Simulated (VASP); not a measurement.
Hg:

```
Hg
1.0
     2.92083    0.00000    0.00000
     0.00000    2.92083    0.00000
     0.00000    0.00000    2.92083
Hg
1
Cartesian
  0.0000 0.0000 0.0000
```

| Item | Value |
| --- | --- |
| Program | VASP 6.6.1 |
| Task | relaxation of cell and atoms |
| Functional | LDA |
| Potentials or basis | VASP PAW LDA potentials, release 64 (Hg_sv_GW) |
| Cutoff | 550 eV |
| k mesh | 11 × 11 × 11 |
| Occupations | fermi-dirac, width 0.1 eV |
| Spin | no spin polarisation |

At the start: pressure -1.4 GPa; volume 24.92 Å³/atom.

How do energy, volume and symmetry change on relaxing?

Over 3 steps the energy falls by 2.8 meV/atom and the volume is 24.29 Å³/atom (-2.5 %); space group Pm-3m (No. 221, to 0.1 Å) before and after.

The path:
```
step  energy change (eV)  largest force (eV/Å)  pressure (GPa)  volume (Å³)
   1              0.0000                0.0000           -1.42        24.92
   2             -0.0026                0.0000            0.39        24.13
   3             -0.0028                0.0000            0.00        24.29
```

Final structure:
```xyz
1
Lattice="2.8961 0.0000 0.0000 0.0000 2.8961 0.0000 0.0000 0.0000 2.8961" Properties=species:S:1:pos:R:3 pbc="T T T"
Hg    0.0000    0.0000    0.0000
```
